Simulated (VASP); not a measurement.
Here is a VASP 6.6.1 calculation.

File POSCAR:

```
Al
1.0
   -1.7155943721      1.7155943721      1.3896454316
    1.7155943721     -1.7155943721      1.3896454316
    1.7155943721      1.7155943721     -1.3896454316
Al
1
Direct
    0.0000000000      0.0000000000      0.0000000000
```

Contents of INCAR.step1:

```
ALGO     = Normal         # electronic algorithm
EDIFF    = 1E-4           # SCF threshold, eV
ENCUT    = 520            # plane-wave cutoff, eV
GGA      = PE             # functional
ISMEAR   = 0              # smearing method
LASPH    = True           # aspherical terms in the spheres
LCHARG   = False          # write CHGCAR
LREAL    = False          # projectors in reciprocal space
LWAVE    = True           # write WAVECAR
NBANDS   = 8              # bands
NELM     = 60             # most SCF steps
PREC     = Accurate       # precision mode
SIGMA    = 0.1            # smearing width, eV
```

INCAR.step2

```
ALGO     = Normal         # electronic algorithm
EDIFF    = 1E-6           # SCF threshold, eV
ENCUT    = 520            # plane-wave cutoff, eV
ISIF     = 2              # what is computed and relaxed
ISMEAR   = 0              # smearing method
ISTART   = 1            
LASPH    = True           # aspherical terms in the spheres
LCHARG   = False          # write CHGCAR
LMIXTAU  = True         
LREAL    = False          # projectors in reciprocal space
LWAVE    = False          # write WAVECAR
METAGGA  = R2SCAN         # meta-GGA
NBANDS   = 8              # bands
NELM     = 60             # most SCF steps
PREC     = Accurate       # precision mode
SIGMA    = 0.1            # smearing width, eV
```

KPOINTS

```
k-points
0
Gamma
  18 18 18
```

Potentials or basis: VASP PAW PBE potentials, release 64 (Al).

Run with:

```sh
$ cat potpaw_PBE.64/Al/POTCAR > POTCAR
$ cp INCAR.step1 INCAR
$ mpirun -np 1 vasp_std > vasp.out
$ cp INCAR.step2 INCAR
$ mpirun -np 1 vasp_std > vasp.out
```

(1) Estimate the pressure.

(2) Predict the band gap on the k mesh.

## Answers

(1) -0.3 GPa.

(2) zero (an odd number of electrons rules out a gap without spin polarisation).

Caveat: the PAW data sets were made with another functional, which shifts forces and pressure a little.
